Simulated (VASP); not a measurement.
Here is a VASP 6.6.1 calculation.

Contents of INCAR:

```
PREC = Accurate
ENCUT = 600
EDIFF = 1E-6
ISMEAR = 0
SIGMA = 0.1
LREAL = False
LASPH = True
NELM = 80
ALGO = Normal
ISIF = 3
LWAVE = False
LCHARG = False
GGA = PE
IBRION = 2
NSW = 100
EDIFFG = -0.01
```

Contents of KPOINTS:

```
Automatic mesh
0
Gamma
  6 6 12
```

Contents of POSCAR:

```
Cd2TeO3
1.0
    6.0469247872      0.0000000000      0.0000000000
   -3.0234623936      5.2367904805      0.0000000000
    0.0000000000      0.0000000000      2.9816875461
Cd Te O
2 1 3
Direct
    0.3333333333      0.6666666667      0.5000000000
    0.6666666667      0.3333333333      0.5000000000
    0.0000000000      0.0000000000      0.5000000000
    0.0000000000      0.5000000000      0.0000000000
    0.5000000000      0.0000000000      0.0000000000
    0.5000000000      0.5000000000      0.0000000000
```

Potentials or basis: VASP PAW PBE potentials, release 64 (Cd, Te, O).

Run with:

```console
$ cat potpaw_PBE.64/Cd/POTCAR potpaw_PBE.64/Te/POTCAR potpaw_PBE.64/O/POTCAR > POTCAR
$ mpirun -np 1 vasp_std > vasp.out
```

**Question.** Predict the relaxed cell.

**Answer.** a = 6.021 Å, b = 6.021 Å, c = 3.033 Å, α = 90.00°, β = 90.00°, γ = 120.00°.

**Question.** What does it give for the band gap on the k mesh?

**Answer.** Zero (band 24 reaches 3.41 eV, above the bottom of band 25 at 2.65 eV).

**Question.** Estimate the relaxed volume.

**Answer.** 15.87 Å³/atom.

**Question.** Predict the space group after relaxing (to 0.05 Å).

**Answer.** P6/mmm (No. 191).

The path:
| step | energy change (eV) | largest force (eV/Å) | pressure (GPa) | volume (Å³) |
| --- | --- | --- | --- | --- |
| 1 | 0.0000 | 0.0000 | 1.42 | 94.42 |
| 2 | -0.0125 | 0.0000 | -0.85 | 96.33 |
| 3 | -0.0134 | 0.0000 | -0.44 | 95.94 |
| 4 | -0.0156 | 0.0000 | -0.20 | 95.54 |
| 5 | -0.0161 | 0.0000 | 0.00 | 95.23 |

Caveat: spin-orbit coupling is left out, which moves the levels of the heavy elements.
